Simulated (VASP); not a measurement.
Here is a VASP 6.6.1 calculation.

The input INCAR:

```
SYSTEM = AgCl
PREC = Accurate ; ENCUT = 520
EDIFF = 1E-6 ; ISMEAR = -1
SIGMA = 0.01 ; LREAL = .FALSE.
LASPH = .TRUE. ; NELM = 80
ALGO = Normal ; ISIF = 2
LWAVE = .FALSE. ; LCHARG = .FALSE.
GGA = PE ; NBANDS = 16
```

File KPOINTS:

```
Automatic mesh
0
G
  9 9 9
  0 0 0
```

Contents of POSCAR:

```
AgCl
1.0
   -0.0138657500      2.7731500000      2.7731500000
    2.7731500000     -0.0138657500      2.7731500000
    2.7592842500      2.7592842500      0.0000000000
Ag Cl
1 1
Direct
    0.5000000000      0.5000000000      0.5000000000
    0.0000000000      0.0000000000      0.0000000000
```

Potentials or basis: VASP PAW PBE potentials, release 64 (Ag, Cl).

Command:

```console
$ cat potpaw_PBE.64/Ag/POTCAR potpaw_PBE.64/Cl/POTCAR > POTCAR
$ mpirun -np 1 vasp_std > vasp.out
```

**Question.** Predict the pressure.

**Answer.** 1.5 GPa.

**Question.** Predict the band gap on the k mesh.

**Answer.** 0.95 eV (least direct gap 3.13 eV).

Stress tensor (GPa, compression positive):
```
1.47 0.05 0.00
0.05 1.47 0.00
0.00 0.00 1.47
```

Caveat: the cell differs from its parent crystal (xy shear strain of -1 %); an odd mesh through Γ misses points on the zone boundary, where band edges can lie.
